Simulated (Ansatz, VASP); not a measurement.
Two plane-wave programs on Os

```
Os
1.0
     2.73493    0.00000    0.00000
    -1.36747    2.36852    0.00000
     0.00000    0.00000    4.32664
Os
2
Direct
  0.33333 0.66667 0.25000
  0.66667 0.33333 0.75000
```

Alike in both runs: functional PBE; dispersion D3(BJ); k mesh 18 × 18 × 10; occupations gaussian, width 0.1 eV; no spin polarisation.

Ansatz relaxed the structure, and its values are those at the end. VASP's run is a single point on that final structure, the one shown.

|  | VASP | Ansatz |
| --- | --- | --- |
| version | VASP 6.6.1 | Ansatz 0.2.0 |
| potentials or method | VASP PAW PBE potentials, release 64 (Os), cutoff 520 eV | scalar-relativistic, plane waves, PAW |
| valence electrons in the cell | 16 | 32 |

|  | VASP | Ansatz | Ansatz less VASP |
| --- | --- | --- | --- |
| gap on the k mesh at the Fermi level (eV) | none | none | - |
| pressure (GPa) | 0.0 | 0.0 | 0.00 |

A gap of «none» marks a metal or a gap that the smearing closes. VASP's potentials hold 16 valence electrons a cell and Ansatz's 32, so a difference there can come from the potentials and not from the codes.

Spin-orbit coupling is off throughout.
